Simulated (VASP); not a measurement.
# Cu in VASP: notebook

The runs below take Cu through single point, with PBEsol.

Program: VASP 6.6.1. These are calculated values, not measurements. Logs are shortened: lines on timing, memory, paths and dates and some standing lists are left out, and cuts for length are marked.

## Step 1: The cell of the first run

The cell holds a slab with vacuum, 8 atoms: a = 2.520 Å, b = 2.520 Å, c = 29.412 Å, α = 90.00°, β = 90.00°, γ = 120.00°.

## Step 2: Single point, PBEsol

INCAR reads:

```
  PREC = Accurate
  ENCUT = 520
  EDIFF = 1E-6
  ISMEAR = 0
  SIGMA = 0.1
  LREAL = F
  LASPH = T
  NELM = 60
  ALGO = Fast
  ISIF = 2
  LWAVE = F
  LCHARG = F
  LDIPOL = T
  IDIPOL = 3
  DIPOL = 0.5 0.5 0.500
  GGA = PS
  NBANDS = 54
```

KPOINTS reads:

```
regular mesh
0
Gamma
  15 15 1
```

POSCAR reads:

```
Cu
1.0
    2.5197984285      0.0000000000      0.0000000000
   -1.2598992142      2.1822094515      0.0000000000
    0.0000000000      0.0000000000     29.4116958642
Cu
8
Direct
    0.3333333333      0.6666666667      0.2550005969
    0.0000000000      0.0000000000      0.3250004263
    0.6666666667      0.3333333333      0.3950002558
    0.0000000000      0.0000000000      0.4650000853
    0.3333333333      0.6666666667      0.5349999147
    0.0000000000      0.0000000000      0.6049997442
    0.6666666667      0.3333333333      0.6749995737
    0.0000000000      0.0000000000      0.7449994031
```

Potentials or basis: VASP PAW PBE potentials, release 64 (Cu).

Launch:

```sh
cat potpaw_PBE.64/Cu/POTCAR > POTCAR
mpirun -np 1 vasp_std > vasp.out
```

OUTCAR:

```text
PREC = Accurate
   ENCUT = 520
   EDIFF = 1E-6
   ISMEAR = 0
   LREAL = F
   LASPH = T
   NELM = 60
   ISIF = 2
   GGA = PS

 ion  position               nearest neighbor table
   1  0.333  0.667  0.255-   2 2.52   2 2.52   2 2.52
   2  0.000  0.000  0.325-   1 2.52   1 2.52   1 2.52   3 2.52   3 2.52   3 2.52
   3  0.667  0.333  0.395-   2 2.52   4 2.52   2 2.52   4 2.52   2 2.52   4 2.52
   4  0.000  0.000  0.465-   5 2.52   5 2.52   5 2.52   3 2.52   3 2.52   3 2.52
   5  0.333  0.667  0.535-   4 2.52   4 2.52   4 2.52   6 2.52   6 2.52   6 2.52
   6  0.000  0.000  0.605-   5 2.52   7 2.52   5 2.52   7 2.52   7 2.52   5 2.52
   7  0.667  0.333  0.675-   8 2.52   8 2.52   8 2.52   6 2.52   6 2.52   6 2.52
   8  0.000  0.000  0.745-   7 2.52   7 2.52   7 2.52

  LATTYP: Found a hexagonal cell.
 ALAT       =     2.5197984285
 C/A-ratio  =    11.6722415299

  Lattice vectors:

 A1 = (   2.5197984285,   0.0000000000,   0.0000000000)
 A2 = (  -1.2598992142,   2.1822094515,   0.0000000000)
 A3 = (   0.0000000000,   0.0000000000,  29.4116958642)

Analysis of symmetry for initial positions (statically):
=====================================================================
 Subroutine PRICEL returns:
 Original cell was already a primitive cell.

 Routine SETGRP: Setting up the symmetry group for a
 hexagonal supercell.

 Subroutine GETGRP returns: Found  6 space group operations
 (whereof  6 operations were pure point group operations)
 out of a pool of 24 trial point group operations.

The static configuration has the point symmetry C_3v.

Analysis of symmetry for dynamics (positions and initial velocities):
=====================================================================
 Subroutine PRICEL returns:
 Original cell was already a primitive cell.

 Routine SETGRP: Setting up the symmetry group for a
 hexagonal supercell.

 Subroutine GETGRP returns: Found  6 space group operations
 (whereof  6 operations were pure point group operations)
 out of a pool of 24 trial point group operations.

The dynamic configuration has the point symmetry C_3v.

 Subroutine INISYM returns: Found  6 space group operations
 (whereof  6 operations are pure point group operations),
 and found     1 'primitive' translations

----------------------------------------------------------------------------------------

                                     Primitive cell

[... 116 lines left out ...]
   EFERMI =   0.00;   METHOD = LEGACY
   ISMEAR =     0;   SIGMA  =   0.10  broadening in eV -4-tet -1-fermi 0-gaus
   EFERMI_NEDOS =   21; number of points for ismear=-14 and -15
   IALGO  =     68    algorithm
   IMIX   =      4    mixing-type and parameters
     AMIX     =   0.40;   BMIX     =  1.00
     AMIX_MAG =   1.60;   BMIX_MAG =  1.00
  volume/ion in A,a.u.               =      20.22       136.42
  Fermi-wavevector in a.u.,A,eV,Ry     =   1.336518  2.525654 24.303836  1.786282
  Thomas-Fermi vector in A             =   2.465139
   LORBIT       =      0    0 simple, 1 ext, 2 COOP (PROOUT), +10 PAW based schemes
   GGA     = PS    functional components
   LHFCALC =     F    Hartree Fock is set to
   AEXX    =    0.0000 exact exchange contribution
   IVDW    =     0    specifies the selected vdW correction
   LEPSILON=     F    determine dielectric tensor
   LRPA    =     F    only Hartree local field effects (RPA)
 non-spin polarized calculation
 RMM-DIIS sequential band-by-band and
 Gauss-broadening in eV      SIGMA  =   0.10
  energy-cutoff  :      520.00
  volume of cell :      161.73
 maximum number of plane-waves:      4405
 NGX is ok and might be reduce to    20
   NGX =  9   NGY =  9   NGZ =109

 dipolmoment           0.000000      0.000000      0.000700 electrons x Angstroem

 number of electron      88.0000018 magnetization

 dipolmoment           0.000000      0.000000     -0.000146 electrons x Angstroem

 Free energy of the ion-electron system (eV)
  ---------------------------------------------------
  ext. energy  EPLUGINS =         0.00000000
  ---------------------------------------------------
  free energy    TOTEN  =       -33.34045874 eV

  energy without entropy =      -33.32353858  energy(sigma->0) =      -33.33199866

 E-fermi :   2.2937     XC(G=0):  -7.9948

 val. band max:        2.2887196284   @ k =   0.4000   0.0667   0.0000
 cond. band min:       2.3065321603   @ k =   0.4000  -0.0000   0.0000
 fundamental gap:      0.0178125319
 Fermi energy:         2.2937498017

 k-point     1 :       0.0000    0.0000    0.0000
  band No.  band energies     occupation
      1      -7.3007      2.00000
      2      -6.8986      2.00000
      3      -6.2570      2.00000
      4      -5.4378      2.00000
      5      -4.5120      2.00000
      6      -3.6815      2.00000
[... 1357 lines left out ...]
     53       9.2623      0.00000
     54       9.8451      0.00000

 [... further k-points ...]

------------------------ aborting loop because EDIFF is reached ----------------------------------------

 vacuum level on the upper side and lower side of the slab       (xc-potential included)        -0.130        -0.190

  FORCE on cell =-STRESS in cart. coord.  units (eV):
  Direction    XX          YY          ZZ          XY          YZ          ZX
  --------------------------------------------------------------------------------------
  -------------------------------------------------------------------------------------
  Total       -1.3961328     -1.3961328      0.3277949     -0.0000000      0.0000000      0.0000000
  in kB      -13.8310460    -13.8310460      3.2473606     -0.0000000      0.0000000      0.0000000
  external PRESSURE =      -8.1382438 kB  Pullay stress =       0.0000000 kB

 VOLUME and BASIS-vectors are now :
 -----------------------------------------------------------------------------
  energy-cutoff  :      520.00
  volume of cell :      161.73
      direct lattice vectors                 reciprocal lattice vectors
     2.519798429  0.000000000  0.000000000     0.396857141  0.229125577  0.000000000
    -1.259899214  2.182209451  0.000000000     0.000000000  0.458251154  0.000000000
     0.000000000  0.000000000 29.411695864     0.000000000  0.000000000  0.034000080

 POSITION                                       TOTAL-FORCE (eV/Angst)
 -----------------------------------------------------------------------------------
     -0.00000      1.45481      7.50000         0.000000      0.000000      0.054721
      0.00000      0.00000      9.55881         0.000000     -0.000000     -0.080942
      1.25990      0.72740     11.61763         0.000000     -0.000000     -0.050132
      0.00000      0.00000     13.67644         0.000000     -0.000000      0.023602
     -0.00000      1.45481     15.73525        -0.000000      0.000000     -0.030532
      0.00000      0.00000     17.79407         0.000000     -0.000000      0.058651
      1.25990      0.72740     19.85288        -0.000000     -0.000000      0.044420
      0.00000      0.00000     21.91170        -0.000000      0.000000     -0.019789
 -----------------------------------------------------------------------------------
    total drift:                               -0.000000     -0.000000     -0.000028

  FREE ENERGIE OF THE ION-ELECTRON SYSTEM (eV)
  ---------------------------------------------------
  free  energy   TOTEN  =       -33.3404587392 eV

  energy  without entropy=      -33.3235385810  energy(sigma->0) =      -33.33199866

 vacuum level on the upper side and lower side of the slab         7.133         7.097
```

OSZICAR:

```text
N       E                     dE             d eps       ncg     rms          rms(c)
DAV:   1     0.826992047983E+03    0.82699E+03   -0.39130E+04  2916   0.250E+03
DAV:   2     0.735221015812E+02   -0.75347E+03   -0.73215E+03  2916   0.474E+02
DAV:   3    -0.372473934111E+02   -0.11077E+03   -0.10346E+03  3000   0.229E+02
[... 23 lines left out ...]
RMM:  27    -0.333404436162E+02   -0.13861E-04   -0.20994E-06  2114   0.925E-03    0.629E-03
RMM:  28    -0.333404537282E+02   -0.10112E-04   -0.93506E-07  1963   0.916E-03    0.471E-03
RMM:  29    -0.333404563534E+02   -0.26252E-05   -0.24179E-07  1870   0.411E-03    0.407E-03
RMM:  30    -0.333404580519E+02   -0.16984E-05   -0.11998E-07  1773   0.212E-03    0.349E-03
RMM:  31    -0.333404587392E+02   -0.68737E-06   -0.11734E-07  1832   0.236E-03
   1 F= -.33340459E+02 E0= -.33331999E+02  d E =-.169202E-01
```

Wall time 6.1 min (1 thread of Intel Xeon 6975P-C (Granite Rapids), shared host); peak memory 0.37 GiB.

Results:

```
Free energy            : -33.3405 eV
Largest force          : 0.081 eV/Å
Band gap on the k mesh : zero (band 44 reaches 5.85 eV, above the bottom of band 45 at 0.63 eV)
```

Forces in eV/Å, atoms in the order of the input:
```
Cu   0.000  0.000  0.055
Cu   0.000  0.000 -0.081
Cu   0.000  0.000 -0.050
Cu   0.000  0.000  0.024
Cu   0.000  0.000 -0.031
Cu   0.000  0.000  0.059
Cu   0.000  0.000  0.044
Cu   0.000  0.000 -0.020
```

Caveat: the PAW data sets were made with another functional, which shifts forces and pressure a little.

## Step 3: Single point, PBEsol

INCAR reads:

```
ALGO = Fast ; DIPOL = 0.5 0.5 0.500
EDIFF = 1E-6 ; ENCUT = 520
GGA = PS ; IDIPOL = 3
ISIF = 2 ; ISMEAR = 0
LASPH = True ; LCHARG = False
LDIPOL = True ; LREAL = False
LWAVE = False ; NBANDS = 54
NELM = 80 ; PREC = Accurate
SIGMA = 0.1
```

KPOINTS reads:

```
k-points
0
Gamma
  15 15 1
```

POSCAR reads:

```
Cu
1.0
    2.5197984285      0.0000000000      0.0000000000
   -1.2598992142      2.1822094515      0.0000000000
    0.0000000000      0.0000000000     29.4116958642
Cu
8
Direct
    0.3333333333      0.6666666667      0.2552143452
    0.0000000000      0.0000000000      0.3245522829
    0.6666666667      0.3333333333      0.3945511217
    0.0000000000      0.0000000000      0.4648985328
    0.3333333333      0.6666666667      0.5350053507
    0.0000000000      0.0000000000      0.6054082932
    0.6666666667      0.3333333333      0.6753764429
    0.0000000000      0.0000000000      0.7449936306
```

Potentials or basis: VASP PAW PBE potentials, release 64 (Cu).

Launch:

```sh
cat potpaw_PBE.64/Cu/POTCAR > POTCAR
mpirun -np 1 vasp_std > vasp.out
```

Run time: 6.6 min. Hardware: 1 thread of Intel Xeon 6975P-C (Granite Rapids), shared host; peak memory 0.36 GiB.

It converged, with:

```
Free energy            : -33.3420 eV
Largest force          : 0.027 eV/Å
Band gap on the k mesh : zero (band 44 reaches 5.87 eV, above the bottom of band 45 at 0.63 eV)
```

Forces in eV/Å, atoms in the order of the input:
```
Cu   0.000  0.000 -0.026
Cu   0.000  0.000 -0.003
Cu   0.000  0.000  0.000
Cu   0.000  0.000 -0.003
Cu   0.000  0.000  0.003
Cu   0.000  0.000 -0.001
Cu   0.000  0.000  0.004
Cu   0.000  0.000  0.027
```

Levels at points of the mesh, in eV from the Fermi level:
```tsv
k point	band 43	band 44	band 45	band 46	band 47	band 48
(0.00, 0.00, 0.00)	-1.80	-1.67	-1.67	-1.65	-1.65	-0.75
```

Caveat: the PAW data sets were made with another functional, which shifts forces and pressure a little.

## Step 4: Single point, PBEsol

This run uses another cell than the first one: it holds 10 atoms, not 8.

INCAR reads:

```
PREC = Accurate
ENCUT = 520
EDIFF = 1E-6
ISMEAR = 0
SIGMA = 0.1
LREAL = False
LASPH = True
NELM = 100
ALGO = Normal
ISIF = 2
LWAVE = False
LCHARG = False
LDIPOL = True
IDIPOL = 3
DIPOL = 0.5 0.5 0.500
GGA = PS
NBANDS = 66
```

KPOINTS reads:

```
regular mesh
0
Gamma
  12 12 1
```

POSCAR reads:

```
Cu
1.0
    2.5197984287      0.0000000000      0.0000000000
   -1.2598992143      2.1822094516      0.0000000000
    0.0000000000      0.0000000000     35.5293232439
Cu
10
Direct
    0.3333333333      0.6666666667      0.2392390067
    0.0000000000      0.0000000000      0.2971858941
    0.6666666667      0.3333333333      0.3551327815
    0.0000000000      0.0000000000      0.4130796689
    0.3333333333      0.6666666667      0.4710265563
    0.0000000000      0.0000000000      0.5289691293
    0.6666666667      0.3333333333      0.5869085915
    0.0000000000      0.0000000000      0.6448174886
    0.3333333333      0.6666666667      0.7026638095
    0.0000000000      0.0000000000      0.7605255413
```

Launch:

```sh
cat potpaw_PBE.64/Cu/POTCAR > POTCAR
mpirun -np 1 vasp_std > vasp.out
```

It took 15 min on 1 thread of Intel Xeon 6975P-C, shared host; peak memory 0.41 GiB.

Results (log left out):

```
Free energy            : -41.8931 eV
Largest force          : 0.041 eV/Å
Band gap on the k mesh : zero (band 55 reaches 6.13 eV, above the bottom of band 56 at 0.86 eV)
```

Forces on the atoms (eV/Å):
```
Cu   0.000  0.000  0.041
Cu   0.000  0.000 -0.024
Cu   0.000  0.000 -0.022
Cu   0.000  0.000 -0.017
Cu   0.000  0.000 -0.003
Cu   0.000  0.000  0.001
Cu   0.000  0.000  0.009
Cu   0.000  0.000  0.014
Cu   0.000  0.000 -0.002
Cu   0.000  0.000  0.001
```

Levels at points of the mesh, in eV from the Fermi level:
```tsv
k point	band 54	band 55	band 56	band 57	band 58	band 59
(0.00, 0.00, 0.00)	-1.69	-1.69	-1.63	-1.63	-1.61	-1.61
(0.50, 0.00, 0.00)	0.34	0.63	1.14	1.32	1.49	1.61
```

Caveat: the PAW data sets were made with another functional, which shifts forces and pressure a little.

[end of part 1 of 2]
